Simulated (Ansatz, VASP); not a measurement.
## As in VASP and in Ansatz

```
As
1.0
     1.86095    1.07442    3.48577
    -1.86095    1.07442    3.48577
     0.00000   -2.14884    3.48577
As
2
Direct
  0.22754 0.22754 0.22754
  0.77246 0.77246 0.77246
```

Change from the starting cell: equal xx and yy strain of -1 %.

Alike in both runs: task single point; functional LDA; k mesh 13 × 13 × 13; occupations fermi-dirac, width 0.05 eV; no spin polarisation.

|  | VASP | Ansatz |
| --- | --- | --- |
| version | VASP 6.6.1 | Ansatz 0.2.0 |
| potentials or method | VASP PAW LDA potentials, release 64 (As), cutoff 520 eV | all-electron LAPW, scalar-relativistic |

Ansatz gave:

```
pressure (GPa)                                                : 0.3
traceless stress, the component that is largest in VASP (GPa) : -1.31
rms of the force components (eV/Å)                            : 0.100
```

Question: Estimate VASP's values.

Answer: Pressure (GPa): 0.7; traceless stress, the component that is largest in VASP (GPa): -1.44; rms of the force components (eV/Å): 0.145.

LDA's correlation is that of Perdew and Zunger in VASP and of Perdew and Wang (1992) in Ansatz. Atom by atom the forces differ by 0.045 eV/Å (rms over components). Ansatz ran all-electron here, and VASP with PAW potentials.
